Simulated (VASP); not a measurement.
The system is Al2Pt.

```
Pt Al
1.0
     0.00000    3.01296    3.01296
     3.01296    0.00000    3.01296
     3.01296    3.01296    0.00000
Pt Al
1 2
Direct
  0.00000 0.00000 0.00000
  0.75000 0.75000 0.75000
  0.25000 0.25000 0.25000
```

This cell differs from its parent crystal: volume scaled by 1.06.

Base run:

| Item | Value |
| --- | --- |
| Program | VASP 6.6.1 |
| Functional | PBEsol |
| Potentials or basis | VASP PAW PBE potentials, release 64 (Pt, Al) |
| Cutoff | 520 eV |
| k mesh | 8 × 8 × 8 |
| Occupations | fermi-dirac, width 0.05 eV |
| Spin | no spin polarisation |

Its results: band gap on the k mesh zero (band 8 reaches 10.87 eV, above the bottom of band 9 at 5.63 eV); pressure -7.9 GPa.

**Question.** The run is repeated on the same cell with these changes: functional from PBEsol to PBE. What comes out?

**Answer.** Band gap on the k mesh zero (band 8 reaches 11.01 eV, above the bottom of band 9 at 5.74 eV); pressure -4.8 GPa.

PBE binds less tightly than PBEsol, so the same cell stands under more pressure.

Caveats: spin-orbit coupling is left out, which moves the levels of the heavy elements; the PAW data sets were made with another functional, which shifts forces and pressure a little (some runs).
